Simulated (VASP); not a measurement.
Wanted: the native input for a VASP 6.6.1 run.

* Task: single point
* Functional: PBEsol
* Potentials or basis: VASP PAW PBE potentials, release 64 (Zr_sv, H)
* Cutoff: 520 eV
* k mesh: 6 × 6 × 1
* Occupations: fermi-dirac, width 0.15 eV
* Spin: no spin polarisation
* Dipole correction: yes
* Further INCAR settings: ALGO = Normal; EDIFF = 1e-06; NBANDS = 28

The structure of ZrH lies in POSCAR:

```
ZrH
1.0
    3.4171450000      0.0000000000      0.0000000000
   -1.8354541928      2.8823580376      0.0000000000
    0.0000000000      0.0000000000     23.5585734162
Zr H
3 3
Direct
    0.0000000000      0.0000000000      0.3395791357
    0.6988746658      0.3011253693      0.4562488552
    0.3977493316      0.6022507385      0.5729185747
    0.0241559994      0.9758440270      0.4270814253
    0.7230306652      0.2769693962      0.5437511448
    0.4219053310      0.5780947655      0.6604208643
```

The input as run:

INCAR

```
SYSTEM = ZrH
ALGO = Normal ; DIPOL = 0.5 0.5 0.500
EDIFF = 1E-6 ; ENCUT = 520
GGA = PS ; IDIPOL = 3
ISIF = 2 ; ISMEAR = -1
LASPH = .TRUE. ; LCHARG = .FALSE.
LDIPOL = .TRUE. ; LREAL = .FALSE.
LWAVE = .FALSE. ; NBANDS = 28
NELM = 80 ; PREC = Accurate
SIGMA = 0.15
```

KPOINTS

```
k-points
0
G
  6 6 1
  0 0 0
```

Potentials or basis: VASP PAW PBE potentials, release 64 (Zr_sv, H).

Command:

```console
$ cat potpaw_PBE.64/Zr_sv/POTCAR potpaw_PBE.64/H/POTCAR > POTCAR
$ mpirun -np 1 vasp_std > vasp.out
```

Results of the run:

```json
{
  "Largest force": "1.099 eV/Å",
  "Band gap on the k mesh": "zero (an odd number of electrons rules out a gap without spin polarisation)"
}
```

Caveat: the k points lie up to 0.36 Å⁻¹ apart, too coarse for converged energies and pressures of a metal; the PAW data sets were made with another functional, which shifts forces and pressure a little.

Run time: 2.1 min on 1 thread of Intel(R) Xeon(R) 6975P-C (Granite Rapids), on a shared host, peak memory 0.38 GiB.
